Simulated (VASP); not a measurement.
## Mo: relaxation of cell and atoms with PBEsol

The system is Mo.

```xyz
1
Lattice="-1.5734 1.5734 1.5734 1.5734 -1.5734 1.5734 1.5734 1.5734 -1.5734" Properties=species:S:1:pos:R:3 pbc="T T T"
Mo    0.0000    0.0000    0.0000
```

```yaml
Program: VASP 6.6.1
Task: relaxation of cell and atoms
Functional: PBEsol
Potentials_or_basis: VASP PAW PBE potentials, release 64 (Mo_sv)
Cutoff: 600 eV
k_mesh: 19 × 19 × 19
Occupations: fermi-dirac, width 0.08 eV
Spin: no spin polarisation
Dipole_correction: no
Further_INCAR_settings: ALGO = Normal; EDIFF = 1e-06; IBRION = 2; EDIFFG = -0.005; NSW = 60; ISIF = 3
```

The relaxed volume is 15.35 Å³/atom, the relaxed cell is a = 2.712 Å, b = 2.712 Å, c = 2.712 Å, α = 109.47°, β = 109.47°, γ = 109.47° and the space group after relaxing (to 0.1 Å) is Im-3m (No. 229). The energy gained by relaxing is 3.0 meV/atom, the ionic steps are 4 and the pressure after relaxing is 0.0 GPa. The band gap on the k mesh is zero (bands 7 and 8 overlap by 5.32 eV).

Step by step:
```tsv
step	energy change (eV)	largest force (eV/Å)	pressure (GPa)	volume (Å³)
1	0.0000	0.0000	-4.05	15.58
2	0.0221	0.0000	13.06	14.71
3	-0.0030	0.0000	-0.08	15.35
4	-0.0030	0.0000	-0.02	15.35
```

Final structure:
```yaml
crystal:
  lattice:
    - [-1.56554, 1.56554, 1.56554]
    - [1.56554, -1.56554, 1.56554]
    - [1.56554, 1.56554, -1.56554]
  atoms:
    - { symbol: Mo, position: [0.00000, 0.00000, 0.00000] }
```

Levels at points of the mesh, in eV from the Fermi level:
| k point | band 3 | band 4 | band 5 | band 6 | band 7 | band 8 | band 9 | band 10 | band 11 |
| --- | --- | --- | --- | --- | --- | --- | --- | --- | --- |
| (0.00, 0.00, 0.00) | -34.44 | -34.44 | -7.35 | -1.41 | -1.41 | -1.41 | 1.68 | 1.68 | 14.83 |

Run time: 2.2 min on 1 thread of Oxide Virtual Turin-like Processor (shared host), peak memory 0.15 GiB.

Caveat: the PAW data sets were made with another functional, which shifts forces and pressure a little.
